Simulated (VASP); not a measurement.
# WS2 (R3m) in VASP: a series of runs, part 4 of 4

VASP 6.6.1.

**6. Electric field gradients, PBEsol (16.68 Å³/atom)**

This run uses another cell than the first one, of 16.68 Å³/atom.

The input, INCAR:

```
SYSTEM = WS2
PREC = Accurate
ENCUT = 520
EDIFF = 1E-8
ISMEAR = -1
SIGMA = 0.03
LREAL = .False.
LASPH = .True.
NELM = 100
ALGO = Normal
ISIF = 2
LWAVE = .False.
LCHARG = .False.
GGA = PS
LEFG = .True.
NBANDS = 20
```

The input, KPOINTS:

```
Automatic mesh
0
Gamma
  15 15 15
  0 0 0
```

The input, POSCAR:

```
WS2
1.0
    1.5467668421      0.8930262526      6.0375124514
   -1.5467668421      0.8930262526      6.0375124514
    0.0000000000     -1.7860525053      6.0375124514
W S
1 2
Direct
    0.0000000000      0.0000000000      0.0000000000
    0.7503000000      0.7503000000      0.7503000000
    0.5810000000      0.5810000000      0.5810000000
```

Potentials or basis: VASP PAW PBE potentials, release 64 (W_sv, S).

Command:

```console
cat potpaw_PBE.64/W_sv/POTCAR potpaw_PBE.64/S/POTCAR > POTCAR
mpirun -np 1 vasp_std > vasp.out
```

OUTCAR:

```text
SYSTEM = WS2
   PREC = Accurate
   ENCUT = 520
   EDIFF = 1E-8
   ISMEAR = -1
   LREAL = .False.
   LASPH = .True.
   NELM = 100
   ISIF = 2
   GGA = PS

 ion  position               nearest neighbor table
   1  0.000  0.000  0.000-   2 2.34   2 2.34   2 2.34   3 2.37   3 2.37   3 2.37
   2  0.750  0.750  0.750-   1 2.34   1 2.34   1 2.34
   3  0.581  0.581  0.581-   1 2.37   1 2.37   1 2.37

  LATTYP: Found a trigonal (rhomboedric) cell.
 ALAT       =     6.2961528057
 COS(alpha) =     0.8792939096

  Lattice vectors:

 A1 = (   1.5467668421,   0.8930262526,   6.0375124514)
 A2 = (  -1.5467668421,   0.8930262526,   6.0375124514)
 A3 = (   0.0000000000,  -1.7860525053,   6.0375124514)

Analysis of symmetry for initial positions (statically):
=====================================================================
 Subroutine PRICEL returns:
 Original cell was already a primitive cell.

 Routine SETGRP: Setting up the symmetry group for a
 trigonal (rhombohedral) supercell.

 Subroutine GETGRP returns: Found  6 space group operations
 (whereof  6 operations were pure point group operations)
 out of a pool of 12 trial point group operations.

The static configuration has the point symmetry C_3v.

Analysis of symmetry for dynamics (positions and initial velocities):
=====================================================================
 Subroutine PRICEL returns:
 Original cell was already a primitive cell.

 Routine SETGRP: Setting up the symmetry group for a
 trigonal (rhombohedral) supercell.

[... 165 lines left out ...]
      4     -30.3921      2.00000
      5      -7.9323      2.00000
      6      -5.6639      2.00000
[... 541 lines left out ...]
     19      16.7418      0.00000
     20      17.2362      0.00000

 [... further k-points ...]

------------------------ aborting loop because EDIFF is reached ----------------------------------------

  FORCE on cell =-STRESS in cart. coord.  units (eV):
  Direction    XX          YY          ZZ          XY          YZ          ZX
  --------------------------------------------------------------------------------------
  -------------------------------------------------------------------------------------
  Total        3.3252439      3.3252439      3.9992868      0.0000000     -0.0000000      0.0000000
  in kB      106.4720756    106.4720756    128.0544770      0.0000000     -0.0000000      0.0000000
  external PRESSURE =     113.6662094 kB  Pullay stress =       0.0000000 kB

 VOLUME and BASIS-vectors are now :
 -----------------------------------------------------------------------------
  energy-cutoff  :      520.00
  volume of cell :       50.04
      direct lattice vectors                 reciprocal lattice vectors
     1.546766842  0.893026253  6.037512451     0.323254925  0.186631318  0.055210376
    -1.546766842  0.893026253  6.037512451    -0.323254925  0.186631318  0.055210376
     0.000000000 -1.786052505  6.037512451     0.000000000 -0.373262636  0.055210376

 POSITION                                       TOTAL-FORCE (eV/Angst)
 -----------------------------------------------------------------------------------
      0.00000      0.00000      0.00000         0.000000      0.000000     -0.693254
      0.00000     -0.00000     13.58984         0.000000     -0.000000      1.499416
      0.00000     -0.00000     10.52338         0.000000      0.000000     -0.806162
 -----------------------------------------------------------------------------------
    total drift:                                0.000000      0.000000      0.000066

  FREE ENERGIE OF THE ION-ELECTRON SYSTEM (eV)
  ---------------------------------------------------
  free  energy   TOTEN  =       -25.1599705703 eV

  energy  without entropy=      -25.1599705698  energy(sigma->0) =      -25.15997057

 Electric field gradients (V/A^2)
---------------------------------------------------------------------
 ion       V_xx      V_yy      V_zz      V_xy      V_xz      V_yz
---------------------------------------------------------------------
   1      83.635    83.635  -167.270    -0.000    -0.000     0.000
   2      26.751    26.751   -53.501     0.000    -0.000     0.000
   3      22.816    22.816   -45.633    -0.000    -0.000     0.000
---------------------------------------------------------------------

 Electric field gradients after diagonalization (V/A^2)
 (convention: |V_zz| > |V_xx| > |V_yy|)
----------------------------------------------------------------------
 ion       V_xx      V_yy      V_zz     asymmetry (V_yy - V_xx)/ V_zz
----------------------------------------------------------------------
   1      83.635    83.635  -167.270       0.000
   2      26.751    26.751   -53.501       0.000
   3      22.816    22.816   -45.633       0.000
----------------------------------------------------------------------

           NMR quadrupolar parameters

 Cq : quadrupolar parameter    Cq=e*Q*V_zz/h
 eta: asymmetry parameters     (V_yy - V_xx)/ V_zz
 Q  : nuclear electric quadrupole moment in mb (millibarn)
----------------------------------------------------------------------
 ion       Cq(MHz)       eta       Q (mb)
----------------------------------------------------------------------
   1      -0.404       0.000       1.000
   2      -0.129       0.000       1.000
   3      -0.110       0.000       1.000
----------------------------------------------------------------------
```

OSZICAR:

```text
N       E                     dE             d eps       ncg     rms          rms(c)
DAV:   1     0.198445349145E+03    0.19845E+03   -0.13103E+04 13768   0.131E+03
DAV:   2    -0.160739135182E+02   -0.21452E+03   -0.20726E+03 16004   0.347E+02
DAV:   3    -0.262031863685E+02   -0.10129E+02   -0.10021E+02 17236   0.710E+01
DAV:   4    -0.263438569114E+02   -0.14067E+00   -0.14055E+00 16484   0.899E+00
DAV:   5    -0.263461557270E+02   -0.22988E-02   -0.22987E-02 16988   0.121E+00    0.316E+01
DAV:   6    -0.253255289707E+02    0.10206E+01   -0.41766E+00 15464   0.148E+01    0.131E+01
DAV:   7    -0.252005641903E+02    0.12496E+00   -0.97432E-01 14528   0.563E+00    0.545E+00
DAV:   8    -0.251623352274E+02    0.38229E-01   -0.21717E-01 15828   0.314E+00    0.140E+00
DAV:   9    -0.251603441736E+02    0.19911E-02   -0.11474E-02 17544   0.725E-01    0.619E-01
DAV:  10    -0.251599917774E+02    0.35240E-03   -0.46490E-03 15912   0.471E-01    0.578E-02
DAV:  11    -0.251599629160E+02    0.28861E-04   -0.41807E-04 15448   0.143E-01    0.532E-02
DAV:  12    -0.251599680941E+02   -0.51781E-05   -0.41619E-05 16188   0.516E-02    0.104E-02
DAV:  13    -0.251599704043E+02   -0.23102E-05   -0.54857E-06 15824   0.176E-02    0.583E-03
DAV:  14    -0.251599704690E+02   -0.64630E-07   -0.73427E-07 16388   0.555E-03    0.154E-03
DAV:  15    -0.251599705633E+02   -0.94338E-07   -0.14395E-07 15732   0.254E-03    0.956E-04
DAV:  16    -0.251599705703E+02   -0.69626E-08   -0.94959E-09 12208   0.696E-04
   1 F= -.25159971E+02 E0= -.25159971E+02  d E =-.504087E-09
```

stdout:

```text
POSCAR found type information on POSCAR W S
 POSCAR found :  2 types and       3 ions
 scaLAPACK will be used
 -----------------------------------------------------------------------------
|                                                                             |
|                                                                             |
|     You enforced a specific xc type in the INCAR file but a different       |
|     I HOPE YOU KNOW WHAT YOU ARE DOING!                                     |
|                                                                             |
 -----------------------------------------------------------------------------

 LDA part: xc-table for (Slater+PW92), standard interpolation
 POSCAR, INCAR and KPOINTS ok, starting setup
 FFT: planning ... GRIDC
 FFT: planning ... GRID_SOFT
 FFT: planning ... GRID
 WAVECAR not read
 entering main loop
ion   1

ion   2

ion   3
```

It took 8.8 min on 1 thread of Intel Xeon 6975P-C (Granite Rapids), shared host; peak memory 0.54 GiB.

What came out:

```
Free energy                             : -25.1600 eV
Pressure                                : 11.4 GPa
Largest force                           : 1.499 eV/Å
Band gap on the k mesh                  : 0.96 eV (least direct gap 2.05 eV)
Largest electric field gradient by atom : W -167.3; S -53.5, -45.6 V/Å²
```

Forces on the atoms (eV/Å):
```
W    0.000  0.000 -0.693
S    0.000  0.000  1.499
S    0.000  0.000 -0.806
```

Levels at points of the mesh, in eV from the valence-band top:
```csv
k point,band 9,band 10,band 11,band 12,band 13,band 14,band 15,band 16,band 17,band 18
"(0.00, 0.00, 0.00)",-3.85,-2.47,-2.47,-1.67,-1.42,2.26,2.26,2.73,2.73,4.91
```

Electric field gradients, principal values (V/Å²):
```tsv
atom	least	middle	greatest (by size)
1 W	83.635	83.635	-167.270
2 S	26.751	26.751	-53.501
3 S	22.816	22.816	-45.633
```

Caveat: the cell stands under pressure; without QUAD_EFG the Cq values of the log hold for a quadrupole moment of 1 mb, not for the nuclei; the PAW data sets were made with another functional, which shifts forces and pressure a little; spin-orbit coupling is left out, which moves the levels of the heavy elements; an odd mesh through Γ misses points on the zone boundary, where band edges can lie.

**7. Summary**

```csv
cell,gap on the mesh (eV),pressure (GPa),largest force (eV/Å)
"a = 6.384 Å, angles 28.4°, 3 atoms",1.02,3.0,0.64
"a = 6.406 Å, angles 28.4°, 3 atoms",1.03,1.2,0.62
"a = 6.486 Å, angles 28.2°, 3 atoms",1.07,-2.2,0.64
"a = 6.296 Å, angles 28.4°, 3 atoms",0.96,11.4,1.50
```

Alike in all rows: task electric field gradients; level PBEsol; potentials or basis VASP PAW PBE potentials, release 64 (W_sv, S); no spin polarisation; k mesh 15 × 15 × 15; cutoff (eV) 520; smearing fermi-dirac 0.03 eV.

Caveats: the PAW data sets were made with another functional, which shifts forces and pressure a little; spin-orbit coupling is left out, which moves the levels of the heavy elements; an odd mesh through Γ misses points on the zone boundary, where band edges can lie; the cell stands under pressure (at least some runs).

Absolute energies hang on the potentials; compare differences alone.
